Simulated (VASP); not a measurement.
# Sn (Fd-3m) in VASP: further runs

Runs on Sn. Level: PBE. Tasks: single point.

Program: VASP 6.6.1. These are calculated values, not measurements. Logs are shortened: lines on timing, memory, paths and dates and some standing lists are left out, and cuts for length are marked.

**1. The cell of the first run**

Symmetry: Fd-3m, No. 227, cubic system. The conventional cell has a = 6.651 Å, b = 6.651 Å, c = 6.651 Å, α = 90.00°, β = 90.00°, γ = 90.00°. Within 3.8 Å of Sn (site symmetry -43m) lie 4 Sn at 2.88 Å.

This isn't the form of Sn at room conditions, which is tetragonal (white tin).

**2. Single point, PBE**

INCAR

```
SYSTEM = Sn
  PREC = Accurate
  ENCUT = 500
  EDIFF = 1E-6
  ISMEAR = -1
  SIGMA = 0.02
  LREAL = .False.
  LASPH = .True.
  NELM = 120
  ALGO = Normal
  ISIF = 2
  LWAVE = .False.
  LCHARG = .False.
  GGA = PE
  NBANDS = 21
  GGA_COMPAT = .False.
```

KPOINTS

```
Automatic mesh
0
Gamma
  7 7 7
  0 0 0
```

POSCAR

```
Sn
1.0
    0.0000000000      3.3256658574      3.3256658574
    3.3256658574      0.0000000000      3.3256658574
    3.3256658574      3.3256658574      0.0000000000
Sn
2
Direct
    0.0000000000      0.0000000000      0.0000000000
    0.2500000000      0.2500000000      0.2500000000
```

Potentials or basis: VASP PAW PBE potentials, release 64 (Sn_d).

Run with:

```sh
cat potpaw_PBE.64/Sn_d/POTCAR > POTCAR
mpirun -np 1 vasp_std > vasp.out
```

OUTCAR:

```text
SYSTEM = Sn
   PREC = Accurate
   ENCUT = 500
   EDIFF = 1E-6
   ISMEAR = -1
   LREAL = .False.
   LASPH = .True.
   NELM = 120
   ISIF = 2
   GGA = PE

 ion  position               nearest neighbor table
   1  0.000  0.000  0.000-   2 2.88   2 2.88   2 2.88   2 2.88
   2  0.250  0.250  0.250-   1 2.88   1 2.88   1 2.88   1 2.88

  LATTYP: Found a face centered cubic cell.
 ALAT       =     6.6513317148

  Lattice vectors:

 A1 = (   0.0000000000,   3.3256658574,   3.3256658574)
 A2 = (   3.3256658574,   0.0000000000,   3.3256658574)
 A3 = (   3.3256658574,   3.3256658574,   0.0000000000)

Analysis of symmetry for initial positions (statically):
=====================================================================
 Subroutine PRICEL returns:
 Original cell was already a primitive cell.

 Routine SETGRP: Setting up the symmetry group for a
 face centered cubic supercell.

 Subroutine GETGRP returns: Found 48 space group operations
 (whereof 24 operations were pure point group operations)
 out of a pool of 48 trial point group operations.

The static configuration has the point symmetry T_d .
 The point group associated with its full space group is O_h .

Analysis of symmetry for dynamics (positions and initial velocities):
=====================================================================
 Subroutine PRICEL returns:
 Original cell was already a primitive cell.

 Routine SETGRP: Setting up the symmetry group for a
 face centered cubic supercell.

 Subroutine GETGRP returns: Found 48 space group operations
 (whereof 24 operations were pure point group operations)
 out of a pool of 48 trial point group operations.

The dynamic configuration has the point symmetry T_d .
 The point group associated with its full space group is O_h .

 Subroutine INISYM returns: Found 48 space group operations
 (whereof 24 operations are pure point group operations),
 and found     1 'primitive' translations

----------------------------------------------------------------------------------------

                                     Primitive cell

  volume of cell :      73.5641

  direct lattice vectors                    reciprocal lattice vectors
     0.000000000  3.325665857  3.325665857    -0.150345832  0.150345832  0.150345832
     3.325665857  0.000000000  3.325665857     0.150345832 -0.150345832  0.150345832
     3.325665857  3.325665857  0.000000000     0.150345832  0.150345832 -0.150345832

  length of vectors
     4.703201759  4.703201759  4.703201759     0.260406620  0.260406620  0.260406620

  position of ions in fractional coordinates (direct lattice)
     0.000000000  0.000000000  0.000000000
     0.250000000  0.250000000  0.250000000

  ion indices of the primitive-cell ions
   primitive index   ion index
                 1           1
                 2           2

----------------------------------------------------------------------------------------

 KPOINTS: Automatic mesh

Automatic generation of k-mesh.
 Grid dimensions read from file:
 generate k-points for:    7    7    7

 Generating k-lattice:

  Cartesian coordinates                     Fractional coordinates (reciprocal lattice)
    -0.021477976  0.021477976  0.021477976     0.142857143  0.000000000  0.000000000
     0.021477976 -0.021477976  0.021477976     0.000000000  0.142857143  0.000000000
     0.021477976  0.021477976 -0.021477976     0.000000000  0.000000000  0.142857143

  Length of vectors
     0.037200946  0.037200946  0.037200946

  Shift w.r.t. Gamma in fractional coordinates (k-lattice)
     0.000000000  0.000000000  0.000000000

 Subroutine IBZKPT returns following result:
 ===========================================

 Found     20 irreducible k-points:

 Following reciprocal coordinates:
            Coordinates               Weight
  0.000000  0.000000  0.000000      1.000000
  0.142857  0.000000  0.000000      8.000000
  0.285714  0.000000  0.000000      8.000000
  0.428571  0.000000  0.000000      8.000000
  0.142857  0.142857  0.000000      6.000000
  0.285714  0.142857  0.000000     24.000000
[... 12 lines left out ...]
 -0.428571  0.428571  0.142857     24.000000
 -0.285714  0.428571  0.142857     24.000000
   k-points           NKPTS =     20   k-points in BZ     NKDIM =     20   number of bands    NBANDS=     21
   number of dos      NEDOS =    301   number of ions     NIONS =      2
   total plane-waves  NPLWV =  46656
   dimension x,y,z NGX =    36 NGY =   36 NGZ =   36
   dimension x,y,z NGXF=    72 NGYF=   72 NGZF=   72
   ions per type =               2
   NGX,Y,Z   is equivalent  to a cutoff of  12.73, 12.73, 12.73 a.u.
   NGXF,Y,Z  is equivalent  to a cutoff of  25.45, 25.45, 25.45 a.u.
 SYSTEM =  Sn
   PREC   = accura    normal or accurate (medium, high low for compatibility)
   ISTART =      0    job   : 0-new  1-cont  2-samecut
   ICHARG =      2    charge: 1-file 2-atom 10-const
   ISPIN  =      1    spin polarized calculation?
   LNONCOLLINEAR =      F non collinear calculations
   LSORBIT =      F    spin-orbit coupling
   LASPH  =      T    aspherical Exc in radial PAW
   ENCUT  =  500.0 eV  36.75 Ry    6.06 a.u.   8.58  8.58  8.58*2*pi/ulx,y,z
   NELM   =    120;   NELMIN=  2; NELMDL= -5     # of ELM steps
   EDIFF  = 0.1E-05   stopping-criterion for ELM
   LREAL  =      F    real-space projection
   EDIFFG = 0.1E-04   stopping-criterion for IOM
   NSW    =      0    number of steps for IOM
   IBRION =     -1    ionic relax: 0-MD 1-quasi-New 2-CG
   NFREE  =      0    steps in history (QN), initial steepest desc. (CG)
   ISIF   =      2    stress and relaxation
   ISYM   =      2    0-nonsym 1-usesym 2-fastsym
   POTIM  = 0.5000    time-step for ionic-motion
   TEBEG  =    0.0;   TEEND  =   0.0 temperature during run
   PSTRESS=    0.0 pullay stress
   NELECT =      28.0000    total number of electrons
   NUPDOWN=      -1.0000    fix difference up-down
   EMIN   =  10.00;   EMAX   =-10.00  energy-range for DOS
   EFERMI =   0.00;   METHOD = LEGACY
   ISMEAR =    -1;   SIGMA  =   0.02  broadening in eV -4-tet -1-fermi 0-gaus
   EFERMI_NEDOS =   21; number of points for ismear=-14 and -15
   IALGO  =     38    algorithm
   IMIX   =      4    mixing-type and parameters
     AMIX     =   0.40;   BMIX     =  1.00
     AMIX_MAG =   1.60;   BMIX_MAG =  1.00
  volume/ion in A,a.u.               =      36.78       248.22
  Fermi-wavevector in a.u.,A,eV,Ry     =   1.186421  2.242011 19.151496  1.407595
  Thomas-Fermi vector in A             =   2.322594
   LORBIT       =      0    0 simple, 1 ext, 2 COOP (PROOUT), +10 PAW based schemes
   GGA     = PE    functional components
   LHFCALC =     F    Hartree Fock is set to
   AEXX    =    0.0000 exact exchange contribution
   IVDW    =     0    specifies the selected vdW correction
   LEPSILON=     F    determine dielectric tensor
   LRPA    =     F    only Hartree local field effects (RPA)
 non-spin polarized calculation
  energy-cutoff  :      500.00
  volume of cell :       73.56
 maximum number of plane-waves:      1893
 NGX is ok and might be reduce to    36
   NGX = 17   NGY = 17   NGZ = 17

 number of electron      28.0000006 magnetization

 Free energy of the ion-electron system (eV)
  ---------------------------------------------------
  ext. energy  EPLUGINS =         0.00000000
  ---------------------------------------------------
  free energy    TOTEN  =        -7.67632972 eV

  energy without entropy =       -7.67570265  energy(sigma->0) =       -7.67601618

 E-fermi :   4.7638     XC(G=0):  -8.5523

 val. band max:        4.6670016373   @ k =   0.1429   0.0000   0.0000
 cond. band min:       4.7841221471   @ k =   0.4286   0.0000   0.0000
 fundamental gap:      0.1171205098
 Fermi energy:         4.7638017508

 k-point     1 :       0.0000    0.0000    0.0000
  band No.  band energies     occupation
      1     -16.6588      2.00000
      2     -16.6588      2.00000
      3     -16.6588      2.00000
      4     -16.6090      2.00000
      5     -16.6090      2.00000
      6     -16.3555      2.00000
[... 13 lines left out ...]
     20      12.6783      0.00000
     21      12.6783      0.00000

 k-point     2 :       0.1429    0.0000    0.0000
  band No.  band energies     occupation
      1     -16.6694      2.00000
      2     -16.6694      2.00000
      3     -16.6547      2.00000
      4     -16.5940      2.00000
      5     -16.5940      2.00000
      6     -16.3791      2.00000
[... 13 lines left out ...]
     20      11.8265      0.00000
     21      11.8265      0.00000

 k-point     3 :       0.2857    0.0000    0.0000
  band No.  band energies     occupation
      1     -16.6822      2.00000
      2     -16.6822      2.00000
      3     -16.6451      2.00000
      4     -16.5723      2.00000
      5     -16.5723      2.00000
      6     -16.3987      2.00000
[... 13 lines left out ...]
     20      11.8195      0.00000
     21      11.8195      0.00000

 k-point     4 :       0.4286    0.0000    0.0000
  band No.  band energies     occupation
      1     -16.6881      2.00000
      2     -16.6881      2.00000
      3     -16.6369      2.00000
      4     -16.5609      2.00000
      5     -16.5609      2.00000
      6     -16.4077      2.00000
[... 13 lines left out ...]
     20      12.9732      0.00000
     21      12.9732      0.00000

 k-point     5 :       0.1429    0.1429    0.0000
  band No.  band energies     occupation
      1     -16.6680      2.00000
      2     -16.6680      2.00000
      3     -16.6648      2.00000
      4     -16.5961      2.00000
      5     -16.5775      2.00000
      6     -16.4082      2.00000
[... 13 lines left out ...]
     20      11.0075      0.00000
     21      12.8997      0.00000

 k-point     6 :       0.2857    0.1429    0.0000
  band No.  band energies     occupation
      1     -16.6869      2.00000
      2     -16.6793      2.00000
      3     -16.6492      2.00000
      4     -16.5770      2.00000
      5     -16.5514      2.00000
      6     -16.4357      2.00000
[... 13 lines left out ...]
     20      12.0976      0.00000
     21      12.7462      0.00000

 k-point     7 :       0.4286    0.1429    0.0000
  band No.  band energies     occupation
      1     -16.7012      2.00000
      2     -16.6889      2.00000
      3     -16.6262      2.00000
      4     -16.5568      2.00000
      5     -16.5398      2.00000
      6     -16.4429      2.00000
[... 13 lines left out ...]
     20      12.9061      0.00000
     21      13.5394      0.00000
[... 195 lines left out ...]
      1     -16.7110      2.00000
      2     -16.7016      2.00000
      3     -16.5872      2.00000
      4     -16.5609      2.00000
      5     -16.4841      2.00000
      6     -16.4767      2.00000
[... 13 lines left out ...]
     20      13.7308      0.00000
     21      14.5696      0.00000

 k-point    17 :       0.4286    0.2857    0.1429
  band No.  band energies     occupation
      1     -16.6976      2.00000
      2     -16.6957      2.00000
      3     -16.6254      2.00000
      4     -16.5582      2.00000
      5     -16.5236      2.00000
      6     -16.4643      2.00000
[... 13 lines left out ...]
     20      12.9473      0.00000
     21      13.5614      0.00000

 k-point    18 :      -0.4286    0.2857    0.1429
  band No.  band energies     occupation
      1     -16.7129      2.00000
      2     -16.7012      2.00000
      3     -16.5958      2.00000
      4     -16.5367      2.00000
      5     -16.5115      2.00000
      6     -16.4722      2.00000
[... 13 lines left out ...]
     20      13.0097      0.00000
     21      13.8442      0.00000

 k-point    19 :      -0.4286    0.4286    0.1429
  band No.  band energies     occupation
      1     -16.7097      2.00000
      2     -16.7076      2.00000
      3     -16.5890      2.00000
      4     -16.5317      2.00000
      5     -16.5099      2.00000
      6     -16.4637      2.00000
[... 13 lines left out ...]
     20      13.4487      0.00000
     21      14.7597      0.00000

 k-point    20 :      -0.2857    0.4286    0.1429
  band No.  band energies     occupation
      1     -16.7186      2.00000
      2     -16.7083      2.00000
      3     -16.5696      2.00000
      4     -16.5145      2.00000
      5     -16.5011      2.00000
      6     -16.4752      2.00000
[... 13 lines left out ...]
     20      13.3284      0.00000
     21      14.8927      0.00000

------------------------ aborting loop because EDIFF is reached ----------------------------------------

  FORCE on cell =-STRESS in cart. coord.  units (eV):
  Direction    XX          YY          ZZ          XY          YZ          ZX
  --------------------------------------------------------------------------------------
  -------------------------------------------------------------------------------------
  Total        0.0015667      0.0015667      0.0015667     -0.0000000     -0.0000000     -0.0000000
  in kB        0.0341223      0.0341223      0.0341223     -0.0000000     -0.0000000     -0.0000000
  external PRESSURE =       0.0341223 kB  Pullay stress =       0.0000000 kB

 VOLUME and BASIS-vectors are now :
 -----------------------------------------------------------------------------
  energy-cutoff  :      500.00
  volume of cell :       73.56
      direct lattice vectors                 reciprocal lattice vectors
     0.000000000  3.325665857  3.325665857    -0.150345832  0.150345832  0.150345832
     3.325665857  0.000000000  3.325665857     0.150345832 -0.150345832  0.150345832
     3.325665857  3.325665857  0.000000000     0.150345832  0.150345832 -0.150345832

 POSITION                                       TOTAL-FORCE (eV/Angst)
 -----------------------------------------------------------------------------------
      0.00000      0.00000      0.00000        -0.000000     -0.000000     -0.000000
      1.66283      1.66283      1.66283         0.000000      0.000000      0.000000
 -----------------------------------------------------------------------------------
    total drift:                                0.000000      0.000000      0.000000

  FREE ENERGIE OF THE ION-ELECTRON SYSTEM (eV)
  ---------------------------------------------------
  free  energy   TOTEN  =        -7.6763297170 eV

  energy  without entropy=       -7.6757026454  energy(sigma->0) =       -7.67601618
```

Wall time 45 s (1 thread of Intel Xeon 8259CL, shared host); peak memory 0.2 GiB.

Results:

```yaml
Free_energy: -7.6763 eV
Pressure: 0.0 GPa
Band_gap_on_the_k_mesh: zero (bands 14 and 15 overlap by 0.20 eV)
```

Caveat: spin-orbit coupling is left out, which moves the levels of the heavy elements.

(Part 1 of 3 ends here.)
